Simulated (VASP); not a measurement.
# SiC (F-43m) in VASP: a series of runs

SiC is run at these levels: PBE; tasks: single point.

Program: VASP 6.6.1. These are calculated values, not measurements. Logs are shortened: lines on timing, memory, paths and dates and some standing lists are left out, and cuts for length are marked.

## Step 1: The cell of the first run

It takes space group F-43m (No. 216, cubic). Conventional cell: a = 4.356 Å, b = 4.356 Å, c = 4.356 Å, α = 90.00°, β = 90.00°, γ = 90.00°. Within 2.5 Å of Si (site symmetry -43m) lie 4 C at 1.89 Å. Within 2.5 Å of C (site symmetry -43m) lie 4 Si at 1.89 Å.

## Step 2: Single point, PBE

Input file INCAR:

```
SYSTEM = SiC
  PREC = Accurate
  ENCUT = 600
  EDIFF = 1E-6
  ISMEAR = 1
  SIGMA = 0.5
  LREAL = .False.
  LASPH = .True.
  NELM = 120
  ALGO = Normal
  ISIF = 2
  LWAVE = .False.
  LCHARG = .True.
  GGA = PE
  LELF = .True.
  LVHAR = .True.
  NBANDS = 11
  GGA_COMPAT = .False.
```

Input file KPOINTS:

```
regular mesh
0
Gamma
  8 8 8
  0 0 0
```

Input file POSCAR:

```
SiC
1.0
    0.0000000000      2.1780523476      2.1780523476
    2.1780523476      0.0000000000      2.1780523476
    2.1780523476      2.1780523476      0.0000000000
Si C
1 1
Direct
    0.0000000000      0.0000000000      0.0000000000
    0.2500000000      0.2500000000      0.2500000000
```

Potentials or basis: VASP PAW PBE potentials, release 64 (Si, C).

Command:

```console
$ cat potpaw_PBE.64/Si/POTCAR potpaw_PBE.64/C/POTCAR > POTCAR
$ mpirun -np 1 vasp_std > vasp.out
```

OUTCAR:

```text
SYSTEM = SiC
   PREC = Accurate
   ENCUT = 600
   EDIFF = 1E-6
   ISMEAR = 1
   LREAL = .False.
   LASPH = .True.
   NELM = 120
   ISIF = 2
   GGA = PE

 ion  position               nearest neighbor table
   1  0.000  0.000  0.000-   2 1.89   2 1.89   2 1.89   2 1.89
   2  0.250  0.250  0.250-   1 1.89   1 1.89   1 1.89   1 1.89

  LATTYP: Found a face centered cubic cell.
 ALAT       =     4.3561046952

  Lattice vectors:

 A1 = (   0.0000000000,   2.1780523476,   2.1780523476)
 A2 = (   2.1780523476,   0.0000000000,   2.1780523476)
 A3 = (   2.1780523476,   2.1780523476,   0.0000000000)

Analysis of symmetry for initial positions (statically):
=====================================================================
 Subroutine PRICEL returns:
 Original cell was already a primitive cell.

 Routine SETGRP: Setting up the symmetry group for a
 face centered cubic supercell.

 Subroutine GETGRP returns: Found 24 space group operations
 (whereof 24 operations were pure point group operations)
 out of a pool of 48 trial point group operations.

The static configuration has the point symmetry T_d .

Analysis of symmetry for dynamics (positions and initial velocities):
=====================================================================
 Subroutine PRICEL returns:
 Original cell was already a primitive cell.

 Routine SETGRP: Setting up the symmetry group for a
 face centered cubic supercell.

 Subroutine GETGRP returns: Found 24 space group operations
 (whereof 24 operations were pure point group operations)
 out of a pool of 48 trial point group operations.

The dynamic configuration has the point symmetry T_d .

 Subroutine INISYM returns: Found 24 space group operations
 (whereof 24 operations are pure point group operations),
 and found     1 'primitive' translations

----------------------------------------------------------------------------------------

                                     Primitive cell

  volume of cell :      20.6650

  direct lattice vectors                    reciprocal lattice vectors
     0.000000000  2.178052348  2.178052348    -0.229562894  0.229562894  0.229562894
     2.178052348  0.000000000  2.178052348     0.229562894 -0.229562894  0.229562894
     2.178052348  2.178052348  0.000000000     0.229562894  0.229562894 -0.229562894

  length of vectors
     3.080231170  3.080231170  3.080231170     0.397614596  0.397614596  0.397614596

  position of ions in fractional coordinates (direct lattice)
     0.000000000  0.000000000  0.000000000
     0.250000000  0.250000000  0.250000000
[... 87 lines left out ...]
   PSTRESS=    0.0 pullay stress
   NELECT =       8.0000    total number of electrons
   NUPDOWN=      -1.0000    fix difference up-down
   EMIN   =  10.00;   EMAX   =-10.00  energy-range for DOS
   EFERMI =   0.00;   METHOD = LEGACY
   ISMEAR =     1;   SIGMA  =   0.50  broadening in eV -4-tet -1-fermi 0-gaus
   EFERMI_NEDOS =   21; number of points for ismear=-14 and -15
   IALGO  =     38    algorithm
   IMIX   =      4    mixing-type and parameters
     AMIX     =   0.40;   BMIX     =  1.00
     AMIX_MAG =   1.60;   BMIX_MAG =  1.00
  volume/ion in A,a.u.               =      10.33        69.73
  Fermi-wavevector in a.u.,A,eV,Ry     =   1.193145  2.254717 19.369182  1.423595
  Thomas-Fermi vector in A             =   2.329166
   LORBIT       =      0    0 simple, 1 ext, 2 COOP (PROOUT), +10 PAW based schemes
   GGA     = PE    functional components
   LHFCALC =     F    Hartree Fock is set to
   AEXX    =    0.0000 exact exchange contribution
   IVDW    =     0    specifies the selected vdW correction
   LEPSILON=     F    determine dielectric tensor
   LRPA    =     F    only Hartree local field effects (RPA)
 non-spin polarized calculation
 Methfessel and Paxton  Order N= 1 SIGMA  =   0.50
  energy-cutoff  :      600.00
  volume of cell :       20.66
 maximum number of plane-waves:       701
 NGX is ok and might be reduce to    28
   NGX = 13   NGY = 13   NGZ = 13

 number of electron       8.0000000 magnetization

 Free energy of the ion-electron system (eV)
  ---------------------------------------------------
  ext. energy  EPLUGINS =         0.00000000
  ---------------------------------------------------
  free energy    TOTEN  =       -15.05520429 eV

  energy without entropy =      -15.06043954  energy(sigma->0) =      -15.05694938

 E-fermi :   8.3138     XC(G=0): -11.3617

 val. band max:        8.1215238900   @ k =   0.0000   0.0000   0.0000
 cond. band min:       9.4772278331   @ k =   0.5000   0.5000   0.0000
 fundamental gap:      1.3557039431
 Fermi energy:         8.3137716607

 k-point     1 :       0.0000    0.0000    0.0000
  band No.  band energies     occupation
      1      -7.2921      2.00000
      2       8.1215      1.60051
      3       8.1215      1.60051
      4       8.1215      1.60051
      5      14.3702     -0.00000
      6      15.4383     -0.00000
      7      15.4383     -0.00000
      8      15.4383     -0.00000
      9      22.6361      0.00000
     10      22.6361      0.00000
     11      24.6226      0.00000
[... 309 lines left out ...]
 k-point    24 :      -0.3750    0.2500    0.1250
  band No.  band energies     occupation
      1      -3.0719      2.00000
      2       0.2896      2.00000
      3       4.4121      2.00000
      4       5.8622      2.00000
      5      13.3727     -0.00000
      6      15.4068     -0.00000
      7      18.2815     -0.00000
      8      19.1332      0.00000
      9      21.5581      0.00000
     10      24.3562      0.00000
     11      27.4645      0.00000

 [... further k-points ...]

------------------------ aborting loop because EDIFF is reached ----------------------------------------

  FORCE on cell =-STRESS in cart. coord.  units (eV):
  Direction    XX          YY          ZZ          XY          YZ          ZX
  --------------------------------------------------------------------------------------
  -------------------------------------------------------------------------------------
  Total        0.4344601      0.4344601      0.4344601      0.0000000      0.0000000      0.0000000
  in kB       33.6841484     33.6841484     33.6841484      0.0000000      0.0000000      0.0000000
  external PRESSURE =      33.6841484 kB  Pullay stress =       0.0000000 kB

 VOLUME and BASIS-vectors are now :
 -----------------------------------------------------------------------------
  energy-cutoff  :      600.00
  volume of cell :       20.66
      direct lattice vectors                 reciprocal lattice vectors
     0.000000000  2.178052348  2.178052348    -0.229562894  0.229562894  0.229562894
     2.178052348  0.000000000  2.178052348     0.229562894 -0.229562894  0.229562894
     2.178052348  2.178052348  0.000000000     0.229562894  0.229562894 -0.229562894

 POSITION                                       TOTAL-FORCE (eV/Angst)
 -----------------------------------------------------------------------------------
      0.00000      0.00000      0.00000         0.000000     -0.000000     -0.000000
      1.08903      1.08903      1.08903         0.000000      0.000000      0.000000
 -----------------------------------------------------------------------------------
    total drift:                               -0.000000     -0.000000     -0.000000

  FREE ENERGIE OF THE ION-ELECTRON SYSTEM (eV)
  ---------------------------------------------------
  free  energy   TOTEN  =       -15.0552042928 eV

  energy  without entropy=      -15.0604395404  energy(sigma->0) =      -15.05694938
```

OSZICAR:

```text
N       E                     dE             d eps       ncg     rms          rms(c)
DAV:   1     0.603489684470E+01    0.60349E+01   -0.42530E+03   646   0.697E+02
DAV:   2    -0.162141587562E+02   -0.22249E+02   -0.21412E+02   814   0.119E+02
DAV:   3    -0.169099196581E+02   -0.69576E+00   -0.69465E+00   797   0.175E+01
DAV:   4    -0.169127806116E+02   -0.28610E-02   -0.28606E-02   731   0.141E+00
DAV:   5    -0.169127939476E+02   -0.13336E-04   -0.13335E-04   787   0.897E-02    0.882E+00
DAV:   6    -0.151133282269E+02    0.17995E+01   -0.64840E+00   710   0.114E+01    0.390E+00
DAV:   7    -0.150627509569E+02    0.50577E-01   -0.38364E-01   767   0.354E+00    0.178E+00
DAV:   8    -0.150549734021E+02    0.77776E-02   -0.20144E-02   719   0.951E-01    0.171E-01
DAV:   9    -0.150550920464E+02   -0.11864E-03   -0.15821E-03   796   0.229E-01    0.112E-01
DAV:  10    -0.150552017251E+02   -0.10968E-03   -0.23497E-04   716   0.933E-02    0.261E-02
DAV:  11    -0.150552039005E+02   -0.21754E-05   -0.42254E-05   767   0.337E-02    0.696E-03
DAV:  12    -0.150552042928E+02   -0.39236E-06   -0.19962E-06   630   0.850E-03
   1 F= -.15055204E+02 E0= -.15056949E+02  d E =0.523525E-02
```

Wall time 21 s (1 thread of Intel Xeon 8259CL, shared host); peak memory 0.15 GiB.

What came out:

```
Free energy            : -15.0552 eV
Pressure               : 3.4 GPa
Band gap on the k mesh : 1.36 eV, indirect (least direct gap 4.54 eV)
```

A k mesh can miss the band edges. Expect the measured gap to be larger: semilocal functionals such as PBE lack the derivative discontinuity.

## Step 3: Single point, PBE

Input file INCAR:

```
SYSTEM = SiC
PREC = Accurate ; ENCUT = 600
EDIFF = 1E-6 ; ISMEAR = 1
SIGMA = 0.05 ; LREAL = .False.
LASPH = .True. ; NELM = 120
ALGO = Normal ; ISIF = 2
LWAVE = .False. ; LCHARG = .False.
GGA = PE ; NBANDS = 11
GGA_COMPAT = .False.
```

KPOINTS is that of step 2.

POSCAR is that of step 2.

Potentials or basis: VASP PAW PBE potentials, release 64 (Si, C).

Command:

```console
$ cat potpaw_PBE.64/Si/POTCAR potpaw_PBE.64/C/POTCAR > POTCAR
$ mpirun -np 1 vasp_std > vasp.out
```

Run time: 18 s. Hardware: 1 thread of Intel Xeon 8259CL, shared host; peak memory 0.15 GiB.

It converged, with:

```yaml
Free_energy: -15.0575 eV
Pressure: 3.4 GPa
Band_gap_on_the_k_mesh: 1.36 eV, indirect (least direct gap 4.54 eV)
```

Levels at points of the mesh, in eV from the valence-band top:
```tsv
k point	band 1	band 2	band 3	band 4	band 5	band 6	band 7	band 8	band 9
(0.00, 0.00, 0.00)	-15.41	0.00	0.00	0.00	6.25	7.32	7.32	7.32	14.51
(0.50, 0.00, 0.00)	-11.84	-8.54	-1.05	-1.05	5.45	7.23	7.23	10.06	16.21
(0.50, 0.50, 0.00)	-10.39	-7.80	-3.19	-3.19	1.36	4.33	14.05	14.05	14.80
```

A k mesh can miss the band edges. PBE gaps usually lie below the measured ones, often by a third to a half.

(Continued in part 2 of 2.)
